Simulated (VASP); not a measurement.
Wanted: the native input for a VASP 6.6.1 run.

```yaml
Task: relaxation of cell and atoms
Functional: PBE
Potentials_or_basis: VASP PAW PBE potentials, release 64 (Cd_sv_GW, S)
Cutoff: 630 eV
k_mesh: 6 × 6 × 4
Occupations: gaussian, width 0.1 eV
Spin: no spin polarisation
Dipole_correction: no
Further_INCAR_settings: ALGO = Normal; EDIFF = 1e-07; IBRION = 2; EDIFFG = -0.04; NSW = 90; ISIF = 3
```

The structure of Cd4S lies in POSCAR:

```
Cd4S
1.0
    5.7260332100      0.0000000000      0.0000000000
   -2.8630166000      4.9588902200      0.0000000000
    0.0000000000      0.0000000000      4.9873986000
Cd S
4 1
Direct
    0.5000000000      0.0000000000      0.0000000000
    0.0000000000      0.5000000000      0.0000000000
    0.5000000000      0.5000000000      0.0000000000
    0.0000000000      0.0000000000      0.0000000000
    0.0000000000      0.0000000000      0.5000000000
```

The cell was generated, and may not be a known phase.

One way to write it, as run:

INCAR

```
PREC = Accurate
ENCUT = 630
EDIFF = 1E-7
ISMEAR = 0
SIGMA = 0.1
LREAL = F
LASPH = T
NELM = 120
ALGO = Normal
ISIF = 3
LWAVE = F
LCHARG = F
GGA = PE
IBRION = 2
NSW = 90
EDIFFG = -0.04
GGA_COMPAT = F
NELMIN = 4
```

KPOINTS

```
regular mesh
0
Gamma
  6 6 4
```

Potentials or basis: VASP PAW PBE potentials, release 64 (Cd_sv_GW, S).

Command:

```sh
$ cat potpaw_PBE.64/Cd_sv_GW/POTCAR potpaw_PBE.64/S/POTCAR > POTCAR
$ mpirun -np 1 vasp_std > vasp.out
```

Results of the run:

```yaml
Relaxed_volume: 30.87 Å³/atom
Relaxed_cell: a = 5.931 Å, b = 5.931 Å, c = 5.066 Å, α = 90.00°, β = 90.00°, γ = 120.00°
Space_group_after_relaxing_to_0.1_Å: P6/mmm (No. 191)
Energy_gained_by_relaxing: 29.1 meV/atom
Ionic_steps: 6
Pressure_after_relaxing: 0.0 GPa
Band_gap_on_the_k_mesh: zero (bands 43 and 44 overlap by 0.98 eV)
```

Wall time 20 min on 1 thread of Intel(R) Xeon(R) Platinum 8488C (Sapphire Rapids), on a shared host, peak memory 0.43 GiB.
